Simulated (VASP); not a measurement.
# Sn (Fd-3m) in VASP: notebook, part 2 of 3

VASP 6.6.1. Earlier steps stand in the parts before.

## Step 5: Single point, PBEsol-based global hybrid with 25 % exact exchange

This run uses another cell than the first one, of 33.80 Å³/atom.

Contents of POSCAR:

```
Sn
1.0
    0.0000000000      3.2333428000      3.2333428000
    3.2333428000      0.0000000000      3.2333428000
    3.2333428000      3.2333428000      0.0000000000
Sn
2
Direct
    0.7500000000      0.7500000000      0.7500000000
    0.5000000000      0.5000000000      0.5000000000
```

Contents of INCAR.step1:

```
SYSTEM = Sn
ALGO = Normal
EDIFF = 1E-5
ENCUT = 520
GGA = PE
ISIF = 2
ISMEAR = -1
LASPH = .True.
LCHARG = .False.
LREAL = .False.
LWAVE = .True.
NBANDS = 21
NELM = 80
PREC = Accurate
SIGMA = 0.05
```

Contents of INCAR.step2:

```
SYSTEM = Sn
AEXX = 0.25
ALGO = Normal
EDIFF = 1E-6
ENCUT = 520
GGA = PS
ISIF = 2
ISMEAR = -1
ISTART = 1
LASPH = .True.
LCHARG = .False.
LHFCALC = .True.
LREAL = .False.
LWAVE = .False.
NBANDS = 21
NELM = 80
PREC = Accurate
PRECFOCK = Normal
SIGMA = 0.05
```

Contents of KPOINTS:

```
k-points
0
Gamma
  4 4 4
  0 0 0
```

Potentials or basis: VASP PAW PBE potentials, release 64 (Sn_d).

Run with:

```console
cat potpaw_PBE.64/Sn_d/POTCAR > POTCAR
cp INCAR.step1 INCAR
mpirun -np 1 vasp_std > vasp.out
cp INCAR.step2 INCAR
mpirun -np 1 vasp_std > vasp.out
```

OUTCAR:

```text
SYSTEM = Sn
   AEXX = 0.25
   EDIFF = 1E-6
   ENCUT = 520
   GGA = PS
   ISIF = 2
   ISMEAR = -1
   ISTART = 1
   LASPH = .True.
   LHFCALC = .True.
   LREAL = .False.
   NELM = 80
   PREC = Accurate
   PRECFOCK = Normal

 ion  position               nearest neighbor table
   1  0.750  0.750  0.750-   2 2.80   2 2.80   2 2.80   2 2.80
   2  0.500  0.500  0.500-   1 2.80   1 2.80   1 2.80   1 2.80

  LATTYP: Found a face centered cubic cell.
 ALAT       =     6.4666856000

  Lattice vectors:

 A1 = (   0.0000000000,   3.2333428000,   3.2333428000)
 A2 = (   3.2333428000,   0.0000000000,   3.2333428000)
 A3 = (   3.2333428000,   3.2333428000,   0.0000000000)

Analysis of symmetry for initial positions (statically):
=====================================================================
 Subroutine PRICEL returns:
 Original cell was already a primitive cell.

 Routine SETGRP: Setting up the symmetry group for a
 face centered cubic supercell.

 Subroutine GETGRP returns: Found 48 space group operations
 (whereof 24 operations were pure point group operations)
 out of a pool of 48 trial point group operations.

The static configuration has the point symmetry T_d .
 The point group associated with its full space group is O_h .

Analysis of symmetry for dynamics (positions and initial velocities):
=====================================================================
 Subroutine PRICEL returns:
 Original cell was already a primitive cell.

 Routine SETGRP: Setting up the symmetry group for a
 face centered cubic supercell.

 Subroutine GETGRP returns: Found 48 space group operations
 (whereof 24 operations were pure point group operations)
 out of a pool of 48 trial point group operations.

The dynamic configuration has the point symmetry T_d .
 The point group associated with its full space group is O_h .

 Subroutine INISYM returns: Found 48 space group operations
 (whereof 24 operations are pure point group operations),
 and found     1 'primitive' translations

----------------------------------------------------------------------------------------

                                     Primitive cell

  volume of cell :      67.6060

  direct lattice vectors                    reciprocal lattice vectors
     0.000000000  3.233342800  3.233342800    -0.154638723  0.154638723  0.154638723
     3.233342800  0.000000000  3.233342800     0.154638723 -0.154638723  0.154638723
     3.233342800  3.233342800  0.000000000     0.154638723  0.154638723 -0.154638723

  length of vectors
     4.572637240  4.572637240  4.572637240     0.267842124  0.267842124  0.267842124

  position of ions in fractional coordinates (direct lattice)
     0.750000000  0.750000000  0.750000000
     0.500000000  0.500000000  0.500000000

  ion indices of the primitive-cell ions
   primitive index   ion index
                 1           1
                 2           2

----------------------------------------------------------------------------------------

 KPOINTS: k-points

Automatic generation of k-mesh.
 Grid dimensions read from file:
 generate k-points for:    4    4    4

 Generating k-lattice:

  Cartesian coordinates                     Fractional coordinates (reciprocal lattice)
    -0.038659681  0.038659681  0.038659681     0.250000000  0.000000000  0.000000000
     0.038659681 -0.038659681  0.038659681     0.000000000  0.250000000  0.000000000
     0.038659681  0.038659681 -0.038659681     0.000000000  0.000000000  0.250000000

  Length of vectors
     0.066960531  0.066960531  0.066960531

  Shift w.r.t. Gamma in fractional coordinates (k-lattice)
     0.000000000  0.000000000  0.000000000

 Subroutine IBZKPT returns following result:
 ===========================================

 Found      8 irreducible k-points:

 Following reciprocal coordinates:
            Coordinates               Weight
  0.000000  0.000000  0.000000      1.000000
  0.250000  0.000000  0.000000      8.000000
  0.500000  0.000000  0.000000      4.000000
  0.250000  0.250000  0.000000      6.000000
  0.500000  0.250000  0.000000     24.000000
 -0.250000  0.250000  0.000000     12.000000
  0.500000  0.500000  0.000000      3.000000
 -0.250000  0.500000  0.250000      6.000000
   k-points           NKPTS =      8   k-points in BZ     NKDIM =     64   number of bands    NBANDS=     21
   number of dos      NEDOS =    301   number of ions     NIONS =      2
   total plane-waves  NPLWV =  46656
   dimension x,y,z NGX =    36 NGY =   36 NGZ =   36
   dimension x,y,z NGXF=    72 NGYF=   72 NGZF=   72
   ions per type =               2
   NGX,Y,Z   is equivalent  to a cutoff of  13.09, 13.09, 13.09 a.u.
   NGXF,Y,Z  is equivalent  to a cutoff of  26.18, 26.18, 26.18 a.u.
 SYSTEM =  Sn
   PREC   = accura    normal or accurate (medium, high low for compatibility)
   ISTART =      1    job   : 0-new  1-cont  2-samecut
   ICHARG =      0    charge: 1-file 2-atom 10-const
   ISPIN  =      1    spin polarized calculation?
   LNONCOLLINEAR =      F non collinear calculations
   LSORBIT =      F    spin-orbit coupling
   LASPH  =      T    aspherical Exc in radial PAW
   ENCUT  =  520.0 eV  38.22 Ry    6.18 a.u.   8.50  8.50  8.50*2*pi/ulx,y,z
   NELM   =     80;   NELMIN=  2; NELMDL=  0     # of ELM steps
   EDIFF  = 0.1E-05   stopping-criterion for ELM
   LREAL  =      F    real-space projection
   EDIFFG = 0.1E-04   stopping-criterion for IOM
   NSW    =      0    number of steps for IOM
   IBRION =     -1    ionic relax: 0-MD 1-quasi-New 2-CG
   NFREE  =      0    steps in history (QN), initial steepest desc. (CG)
   ISIF   =      2    stress and relaxation
   ISYM   =      3    0-nonsym 1-usesym 2-fastsym
   POTIM  = 0.5000    time-step for ionic-motion
   TEBEG  =    0.0;   TEEND  =   0.0 temperature during run
   PSTRESS=    0.0 pullay stress
   NELECT =      28.0000    total number of electrons
   NUPDOWN=      -1.0000    fix difference up-down
   EMIN   =  10.00;   EMAX   =-10.00  energy-range for DOS
   EFERMI =   0.00;   METHOD = LEGACY
   ISMEAR =    -1;   SIGMA  =   0.05  broadening in eV -4-tet -1-fermi 0-gaus
   EFERMI_NEDOS =   21; number of points for ismear=-14 and -15
   IALGO  =     38    algorithm
   IMIX   =      1    mixing-type and parameters
     AMIX     =   0.40;   BMIX     =  1.00
     AMIX_MAG =   1.60;   BMIX_MAG =  1.00
  volume/ion in A,a.u.               =      33.80       228.11
  Fermi-wavevector in a.u.,A,eV,Ry     =   1.220298  2.306028 20.260793  1.489126
  Thomas-Fermi vector in A             =   2.355520
   LORBIT       =      0    0 simple, 1 ext, 2 COOP (PROOUT), +10 PAW based schemes
   GGA     = PS    functional components
   LHFCALC =     T    Hartree Fock is set to
   PRECFOCK=normal    Normal, Fast or Accurate (Low or Medium for compatibility)
   ENCUT4O =  -1.0   cutoff for four orbital integrals eV
   NKREDX  =     1    reduce k-point grid by
   NKREDY  =     1    reduce k-point grid by
   NKREDZ  =     1    reduce k-point grid by
   AEXX    =    0.2500 exact exchange contribution
   HFSCREEN=    0.0000 screening length (either q_TF or 0.3 A-1)
   HFSCREENC=   0.0000 screening length for correlation (either q_TF or 0.3 A-1)
   ENCUTFOCK=  -1.0 apply spherical cutoff to Coloumb kernel
   IVDW    =     0    specifies the selected vdW correction
   LEPSILON=     F    determine dielectric tensor
   LRPA    =     F    only Hartree local field effects (RPA)
 non-spin polarized calculation
  energy-cutoff  :      520.00
  volume of cell :       67.61
 maximum number of plane-waves:      1837
 NGX is ok and might be reduce to    36
  NGX = 28; NGY = 28; NGZ = 28

 number of electron      28.0000008 magnetization

 Free energy of the ion-electron system (eV)
  ---------------------------------------------------
  ext. energy  EPLUGINS =         0.00000000
  ---------------------------------------------------
  free energy    TOTEN  =       -10.42951589 eV

  energy without entropy =      -10.42644917  energy(sigma->0) =      -10.42798253

 E-fermi :   5.3497     XC(G=0):  -7.2021

 val. band max:        5.3158521698   @ k =   0.0000   0.0000   0.0000
 cond. band min:       6.1778725962   @ k =   0.5000   0.0000   0.0000
 fundamental gap:      0.8620204264
 Fermi energy:         5.3497358685

 k-point     1 :       0.0000    0.0000    0.0000
  band No.  band energies     occupation
      1     -18.7665      2.00000
      2     -18.7664      2.00000
      3     -18.7664      2.00000
      4     -18.7058      2.00000
      5     -18.7058      2.00000
      6     -18.3736      2.00000
[... 181 lines left out ...]
     20      15.8458      0.00000
     21      16.9899      0.00000

------------------------ aborting loop because EDIFF is reached ----------------------------------------

  FORCE on cell =-STRESS in cart. coord.  units (eV):
  Direction    XX          YY          ZZ          XY          YZ          ZX
  --------------------------------------------------------------------------------------
  -------------------------------------------------------------------------------------
  Total        0.2577112      0.2577112      0.2577112     -0.0000000     -0.0000000     -0.0000000
  in kB        6.1074328      6.1074328      6.1074328     -0.0000000     -0.0000000     -0.0000000
  external PRESSURE =       6.1074328 kB  Pullay stress =       0.0000000 kB

 VOLUME and BASIS-vectors are now :
 -----------------------------------------------------------------------------
  energy-cutoff  :      520.00
  volume of cell :       67.61
      direct lattice vectors                 reciprocal lattice vectors
     0.000000000  3.233342800  3.233342800    -0.154638723  0.154638723  0.154638723
     3.233342800  0.000000000  3.233342800     0.154638723 -0.154638723  0.154638723
     3.233342800  3.233342800  0.000000000     0.154638723  0.154638723 -0.154638723

 POSITION                                       TOTAL-FORCE (eV/Angst)
 -----------------------------------------------------------------------------------
      4.85001      4.85001      4.85001        -0.000000     -0.000000     -0.000000
      3.23334      3.23334      3.23334         0.000000      0.000000      0.000000
 -----------------------------------------------------------------------------------
    total drift:                                0.000001     -0.000000      0.000001

  FREE ENERGIE OF THE ION-ELECTRON SYSTEM (eV)
  ---------------------------------------------------
  free  energy   TOTEN  =       -10.4295158936 eV

  energy  without entropy=      -10.4264491734  energy(sigma->0) =      -10.42798253
```

It took 17 min on 1 thread of Intel Xeon Platinum 8375C at 2.90GHz (Ice Lake), shared host; peak memory 0.22 GiB.

What came out:

- Free energy: -10.4295 eV
- Pressure: 0.6 GPa
- Band gap on the k mesh: zero (filled and empty bands touch)

Caveat: the k points lie up to 0.42 Å⁻¹ apart; the PAW data sets were made with another functional, which shifts forces and pressure a little; spin-orbit coupling is left out, which moves the levels of the heavy elements.

(Part 2 of 3 ends here.)

The gap in the log of VASP goes by the Fermi energy; the results here count the filled bands.